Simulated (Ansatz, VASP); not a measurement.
## One calculation of VSi2, two programs

```xyz
9
Lattice="4.5651 0.0000 0.0000 -2.2825 3.9535 0.0000 0.0000 0.0000 6.3676" Properties=species:S:1:pos:R:3 pbc="T T T"
V    -1.1413    1.9767    1.0613
V     1.1413    1.9767    5.3064
V     2.2825    0.0000    3.1838
Si    2.2825    2.6662    3.1838
Si   -1.1678    3.3098    5.3064
Si    1.1678    3.3098    1.0613
Si    0.0000    1.2872    3.1838
Si    3.4503    0.6436    5.3064
Si    1.1148    0.6436    1.0613
```

Alike in both runs: functional PBE; k mesh 12 × 12 × 6; occupations gaussian, width 0.1 eV; no spin polarisation.

Ansatz relaxed the structure, and its values are those at the end. VASP's run is a single point on that final structure, the one shown.

|  | VASP | Ansatz |
| --- | --- | --- |
| version | VASP 6.6.1 | Ansatz 0.2.0 |
| potentials or method | VASP PAW PBE potentials, release 64 (V_sv, Si), cutoff 520 eV | scalar-relativistic, plane waves, PAW |
| valence electrons in the cell | 63 | 63 |

|  | VASP | Ansatz | Ansatz less VASP |
| --- | --- | --- | --- |
| gap on the k mesh at the Fermi level (eV) | none | none | - |
| pressure (GPa) | 0.1 | 0.0 | -0.02 |

A gap of «none» marks a metal or a gap that the smearing closes.
